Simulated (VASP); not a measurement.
# Ca (I4/mmm) in VASP: a series of runs, part 2 of 2

VASP 6.6.1. The steps go on from the part before.

### Step 4. Single point, r2SCAN (volume scaled by 1.03, then relaxed in part)

POSCAR reads:

```
Ca
1.0
   -2.2375667787      2.2375667787      2.2276346546
    2.2375667787     -2.2375667787      2.2276346546
    2.2375667787      2.2375667787     -2.2276346546
Ca
1
Direct
    0.5000000000      0.5000000000      0.0000000000
```

INCAR.step1 reads:

```
SYSTEM = Ca
PREC = Accurate
ENCUT = 520
ISMEAR = 0
SIGMA = 0.1
LREAL = .FALSE.
LASPH = .TRUE.
NELM = 100
NBANDS = 11
GGA = PE
ALGO = Normal
EDIFF = 1E-4
LWAVE = .TRUE.
LCHARG = .FALSE.
```

INCAR.step2 reads:

```
SYSTEM = Ca
PREC = Accurate
ENCUT = 520
EDIFF = 1E-6
ISMEAR = 0
SIGMA = 0.1
LREAL = .FALSE.
LASPH = .TRUE.
NELM = 100
ALGO = Normal
ISIF = 2
LWAVE = .FALSE.
LCHARG = .TRUE.
METAGGA = R2SCAN
LMIXTAU = .TRUE.
LELF = .TRUE.
LVHAR = .TRUE.
NBANDS = 11
ISTART = 1
```

KPOINTS reads:

```
Automatic mesh
0
G
  14 14 14
  0 0 0
```

Potentials or basis: VASP PAW PBE potentials, release 64 (Ca_sv).

The run is started by

```sh
cat potpaw_PBE.64/Ca_sv/POTCAR > POTCAR
cp INCAR.step1 INCAR
mpirun -np 1 vasp_std > vasp.out
cp INCAR.step2 INCAR
mpirun -np 1 vasp_std > vasp.out
```

OUTCAR:

```text
SYSTEM = Ca
   PREC = Accurate
   ENCUT = 520
   EDIFF = 1E-6
   ISMEAR = 0
   LREAL = .FALSE.
   LASPH = .TRUE.
   NELM = 100
   ISIF = 2
   METAGGA = R2SCAN
   ISTART = 1

 ion  position               nearest neighbor table
   1  0.500  0.500  0.000-

  LATTYP: Found a body centered tetragonal cell.
 ALAT       =     4.4751335574
 C/A-ratio  =     0.9955611943

  Lattice vectors:

 A1 = (  -2.2375667787,   2.2375667787,   2.2276346546)
 A2 = (   2.2375667787,  -2.2375667787,   2.2276346546)
 A3 = (   2.2375667787,   2.2375667787,  -2.2276346546)

Analysis of symmetry for initial positions (statically):
=====================================================================
 Subroutine PRICEL returns:
 Original cell was already a primitive cell.

 Routine SETGRP: Setting up the symmetry group for a
 body centered tetragonal supercell.

 Subroutine GETGRP returns: Found 16 space group operations
 (whereof 16 operations were pure point group operations)
 out of a pool of 16 trial point group operations.

The static configuration has the point symmetry D_4h.

Analysis of symmetry for dynamics (positions and initial velocities):
[... 168 lines left out ...]
      2     -22.1763      2.00000
      3     -22.1758      2.00000
      4     -22.1758      2.00000
      5      -2.4006      2.00000
      6       4.3956      0.00000
      7       4.4159      0.00000
      8       4.4159      0.00000
      9       5.4358      0.00000
     10       5.4605      0.00000
     11      12.3097      0.00000
[... 309 lines left out ...]
 k-point    24 :       0.2857    0.1429    0.0000
  band No.  band energies     occupation
      1     -42.1339      2.00000
      2     -22.2729      2.00000
      3     -22.2131      2.00000
      4     -22.1836      2.00000
      5      -0.0456      2.00000
      6       2.7581      0.00000
      7       3.4139      0.00000
      8       5.2557      0.00000
      9       5.6906      0.00000
     10       6.0218      0.00000
     11       8.1515      0.00000

 [... further k-points ...]

------------------------ aborting loop because EDIFF is reached ----------------------------------------

  FORCE on cell =-STRESS in cart. coord.  units (eV):
  Direction    XX          YY          ZZ          XY          YZ          ZX
  --------------------------------------------------------------------------------------
  -------------------------------------------------------------------------------------
  Total       -0.1260171     -0.1260171     -0.1271851      0.0000000      0.0000000      0.0000000
  in kB       -4.5256810     -4.5256810     -4.5676288      0.0000000      0.0000000      0.0000000
  external PRESSURE =      -4.5396636 kB  Pullay stress =       0.0000000 kB

 VOLUME and BASIS-vectors are now :
 -----------------------------------------------------------------------------
  energy-cutoff  :      520.00
  volume of cell :       44.61
      direct lattice vectors                 reciprocal lattice vectors
    -2.237566779  2.237566779  2.227634655     0.000000000  0.223457018  0.224453323
     2.237566779 -2.237566779  2.227634655     0.223457018  0.000000000  0.224453323
     2.237566779  2.237566779 -2.227634655     0.223457018  0.223457018  0.000000000

 POSITION                                       TOTAL-FORCE (eV/Angst)
 -----------------------------------------------------------------------------------
      0.00000      0.00000      2.22763        -0.000000      0.000000      0.000000
 -----------------------------------------------------------------------------------
    total drift:                                0.000000     -0.000000      0.000000

  FREE ENERGIE OF THE ION-ELECTRON SYSTEM (eV)
  ---------------------------------------------------
  free  energy   TOTEN  =        -7.0180278695 eV

  energy  without entropy=       -7.0105929630  energy(sigma->0) =       -7.01431042
```

OUTCAR.step1:

```text
SYSTEM = Ca
   PREC = Accurate
   ENCUT = 520
   ISMEAR = 0
   LREAL = .FALSE.
   LASPH = .TRUE.
   NELM = 100
[... 554 lines left out ...]
 -----------------------------------------------------------------------------------
      0.00000      0.00000      2.22763         0.000000     -0.000000     -0.000000
 -----------------------------------------------------------------------------------
    total drift:                                0.000000     -0.000000      0.000000

  FREE ENERGIE OF THE ION-ELECTRON SYSTEM (eV)
  ---------------------------------------------------
  free  energy   TOTEN  =        -1.9103257115 eV

  energy  without entropy=       -1.9018038962  energy(sigma->0) =       -1.90606480
```

OSZICAR.step1:

```text
N       E                     dE             d eps       ncg     rms          rms(c)
DAV:   1     0.694205036252E+02    0.69421E+02   -0.53524E+03  5368   0.803E+02
DAV:   2     0.142844210799E+01   -0.67992E+02   -0.67406E+02  5917   0.218E+02
DAV:   3    -0.176508114012E+01   -0.31935E+01   -0.31636E+01  9603   0.392E+01
DAV:   4    -0.191411915747E+01   -0.14904E+00   -0.14859E+00  6804   0.501E+00
DAV:   5    -0.191553122639E+01   -0.14121E-02   -0.14119E-02  7679   0.589E-01    0.224E+00
DAV:   6    -0.191092099455E+01    0.46102E-02   -0.10597E-02  6636   0.112E+00    0.137E+00
DAV:   7    -0.191071399183E+01    0.20700E-03   -0.17068E-02  6133   0.150E+00    0.992E-02
DAV:   8    -0.191030615681E+01    0.40784E-03   -0.17460E-03  6289   0.406E-01    0.196E-02
DAV:   9    -0.191032571150E+01   -0.19555E-04   -0.93606E-05  5930   0.780E-02
   1 F= -.19103257E+01 E0= -.19060648E+01  d E =-.852182E-02
```

Run time: 3.6 min. Hardware: 1 thread of Intel Xeon 6975P-C (Granite Rapids), shared host; peak memory 0.25 GiB.

Results:

```yaml
Free_energy: -7.0180 eV
Pressure: -0.5 GPa
Band_gap_on_the_k_mesh: zero (band 5 reaches 2.07 eV, above the bottom of band 6 at 1.64 eV)
```

Levels at points of the mesh, in eV from the Fermi level:
```
           k point  band 1  band 2  band 3  band 4  band 5  band 6  band 7  band 8  band 9  band 10
(0.00, 0.00, 0.00)  -43.97  -24.00  -24.00  -24.00   -4.23    2.57    2.59    2.59    3.61     3.64
(0.50, 0.00, 0.00)  -43.96  -24.12  -24.04  -24.00   -0.83   -0.17    1.58    3.54    3.90     4.63
(0.50, 0.50, 0.00)  -43.96  -24.12  -24.04  -24.00   -0.84   -0.19    1.61    3.51    3.89     4.63
(0.50, 0.50, 0.50)  -43.95  -24.09  -24.09  -24.09    0.19    0.20    3.93    3.93    4.01     4.41
```

Caveat: the PAW data sets were made with another functional, which shifts forces and pressure a little.

### Step 5. Summary

```tsv
task	cell	cutoff (eV)	gap on the mesh (eV)	pressure (GPa)
relaxation of shape and atoms at fixed volume	relaxed from a = 3.754 Å, angles 109.4, 109.4, 109.7°, 1 atom	600	none	1.3
single point	a = 3.832 Å, angles 109.4, 109.4, 109.7°, 1 atom	520	none	0.1
single point	a = 3.870 Å, angles 109.4, 109.4, 109.7°, 1 atom	520	none	-0.5
```

Alike in all rows: level r2SCAN; potentials or basis VASP PAW PBE potentials, release 64 (Ca_sv); no spin polarisation; k mesh 14 × 14 × 14; smearing gaussian 0.1 eV.

Caveats: the PAW data sets were made with another functional, which shifts forces and pressure a little; the relaxation stopped at its first step, so nothing moved (some runs).

Absolute energies hang on the potentials; compare differences alone.
